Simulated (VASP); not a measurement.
## CrO2: single point with PBEsol

Crystal: CrO2.

```xyz
6
Lattice="4.3922 0.0000 0.0000 0.0000 4.3922 0.0000 0.0000 0.0000 2.8877" Properties=species:S:1:pos:R:3 pbc="T T T"
Cr    0.0000    0.0000    1.4439
Cr    2.1961    2.1961    0.0000
O     0.8639    0.8639    0.0000
O     1.3322    3.0600    1.4439
O     3.5283    3.5283    0.0000
O     3.0600    1.3322    1.4439
```

| Quantity | Value |
| --- | --- |
| Program | VASP 6.6.1 |
| Task | single point |
| Functional | PBEsol |
| Potentials or basis | VASP PAW PBE potentials, release 64 (Cr_pv, O) |
| Cutoff | 520 eV |
| k mesh | 8 × 8 × 12 |
| Occupations | gaussian, width 0.1 eV |
| Spin | collinear spin, ferromagnetic start |
| Starting moments | [1.88, 1.88, 0.0, 0.0, 0.0, 0.0] μB |
| Dipole correction | no |
| Further INCAR settings | ALGO = Normal; EDIFF = 1e-06; NBANDS = 37 |

```
Pressure                                              : 0.5 GPa
Largest force                                         : 0.020 eV/Å
Band gap on the k mesh                                : zero (filled and empty bands overlap)
Net moment                                            : 4.00 μB per cell
Site moments                                          : Cr +2.06; O -0.06 μB
Valence electrons inside the program's atomic spheres : Cr 10.95; O 5.03
```

Forces in eV/Å, atoms in the order of the input:
```
Cr   0.000  0.000  0.000
Cr   0.000  0.000  0.000
O    0.014  0.014  0.000
O   -0.014  0.014  0.000
O   -0.014 -0.014  0.000
O    0.014 -0.014  0.000
```

Stress tensor (GPa, compression positive):
```
0.41 0.00 0.00
0.00 0.41 0.00
0.00 0.00 0.66
```

Levels at points of the mesh, in eV from the Fermi level:
Spin up:
```tsv
k point	band 23	band 24	band 25	band 26	band 27	band 28	band 29	band 30
(0.00, 0.00, 0.00)	-1.34	-1.16	-1.16	-1.13	-0.67	1.14	1.24	3.85
(0.50, 0.00, 0.00)	-0.76	-0.76	-0.32	-0.32	0.35	0.35	3.37	3.37
(0.50, 0.50, 0.00)	-1.50	-1.50	-1.14	-1.14	0.91	0.91	2.81	2.81
(0.00, 0.00, 0.50)	-0.64	-0.64	-0.04	-0.04	0.79	0.79	2.48	2.48
(0.50, 0.00, 0.50)	-1.51	-1.51	-0.64	-0.64	0.97	0.97	1.69	1.69
(0.50, 0.50, 0.50)	-0.63	-0.63	-0.31	-0.31	0.07	0.07	3.01	3.01
```
Spin down:
```csv
k point,band 20,band 21,band 22,band 23,band 24,band 25
"(0.00, 0.00, 0.00)",-1.45,-1.45,-1.00,0.76,0.82,1.05
"(0.50, 0.00, 0.00)",-3.02,-1.84,-1.84,1.46,1.46,1.67
"(0.50, 0.50, 0.00)",-2.65,-2.29,-2.29,0.79,0.79,1.07
"(0.00, 0.00, 0.50)",-3.81,-2.73,-2.73,1.57,1.57,1.98
"(0.50, 0.00, 0.50)",-3.32,-2.19,-2.19,0.51,0.51,2.02
"(0.50, 0.50, 0.50)",-2.52,-1.76,-1.76,1.19,1.19,1.87
```

It took 4.1 min on 1 thread of Intel(R) Xeon(R) 6975P-C (Granite Rapids) (shared host), peak memory 0.41 GiB.

Caveat: the PAW data sets were made with another functional, which shifts forces and pressure a little; semilocal functionals often make such compounds metallic where correlation or magnetic order opens a gap, which also shifts bond lengths; the run started ferromagnetic, and an antiferromagnetic order may lie lower in energy. With open d or f shells a metallic result of PBEsol can be an artefact of self-interaction; +U or a hybrid may open a gap.
